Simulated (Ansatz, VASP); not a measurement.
## Li3TaO4 in VASP and in Ansatz

Contents of INCAR:

```
SYSTEM = Li3TaO4
  ALGO = Normal
  EDIFF = 1E-6
  ENCUT = 880
  GGA = PS
  GGA_COMPAT = .FALSE.
  ISIF = 2
  ISMEAR = 0
  LASPH = .TRUE.
  LCHARG = .FALSE.
  LREAL = .FALSE.
  LWAVE = .FALSE.
  NBANDS = 33
  NELM = 120
  PREC = Accurate
  SIGMA = 0.05
```

Contents of KPOINTS:

```
k-points
0
G
  10 10 10
  0 0 0
```

File POSCAR:

```
Li3TaO4
1.0
   -2.0422644308      2.0422644308      4.2529592940
    2.0422644308     -2.0422644308      4.2529592940
    2.0422644308      2.0422644308     -4.2529592940
Li Ta O
3 1 4
Direct
    0.4694330486      0.4694330486      0.0000000000
    0.2474183261      0.7474183261      0.5000000000
    0.7474183261      0.2474183261      0.5000000000
    0.0007520810      0.0007520810      0.0000000000
    0.0003817329      0.5003817329      0.5000000000
    0.7773740889      0.7773740889      0.0000000000
    0.5003817329      0.0003817329      0.5000000000
    0.2288554335      0.2288554335      0.0000000000
```

Input for Ansatz:

```yaml
crystal:
  lattice:
    - [-2.0422644308, 2.0422644308, 4.252959294]
    - [2.0422644308, -2.0422644308, 4.252959294]
    - [2.0422644308, 2.0422644308, -4.252959294]
  atoms:
    - { symbol: Li, position: [0.4694330486, 0.4694330486, 0.0] }
    - { symbol: Li, position: [0.2474183261, 0.7474183261, 0.5] }
    - { symbol: Li, position: [0.7474183261, 0.2474183261, 0.5] }
    - { symbol: Ta, position: [0.000752081, 0.000752081, 0.0] }
    - { symbol: O, position: [0.0003817329, 0.5003817329, 0.5] }
    - { symbol: O, position: [0.7773740889, 0.7773740889, 0.0] }
    - { symbol: O, position: [0.5003817329, 0.0003817329, 0.5] }
    - { symbol: O, position: [0.2288554335, 0.2288554335, 0.0] }
basis:
  ecutwfc: 420
kpoints:
  mp_grid: { grid: [10, 10, 10] }
hamiltonian:
  xc: pbesol
scf:
  occupations: { method: gaussian, width: 0.05 }
output:
  forces: true
  stress: true
  eigenvalues: true
```

Change from the starting cell: mode 1 (-167.1 1/cm) frozen in, largest displacement -0.260 Å.

Alike in both runs: task single point; functional PBEsol; k mesh 10 × 10 × 10; occupations gaussian, width 0.05 eV; no spin polarisation.

|  | VASP | Ansatz |
| --- | --- | --- |
| version | VASP 6.6.1 | Ansatz 0.2.0 |
| potentials or method | VASP PAW PBE potentials, release 64 (Li_sv, Ta_sv_GW, O), cutoff 880 eV | scalar-relativistic, plane waves, PAW |
| valence electrons in the cell | 46 | 46 |

|  | VASP | Ansatz | Ansatz less VASP |
| --- | --- | --- | --- |
| gap on the k mesh at the Fermi level (eV) | 1.63 | 1.63 | +0.005 |
| least direct gap on the mesh (eV) | 1.69 | 1.70 | +0.007 |
| pressure (GPa) | 0.6 | 0.2 | -0.40 |
| traceless stress, the component that is largest in VASP (GPa) | 1.46 | 1.22 | -0.240 |
| rms of the force components (eV/Å) | 0.036 | 0.027 | -0.0090 |

VASP's potentials were made for PBE, not for PBEsol. Atom by atom the forces differ by 0.022 eV/Å (rms over components). The functional is the same, so the differences come from potentials, cutoffs and numerics.

Neither program's run includes spin-orbit coupling.
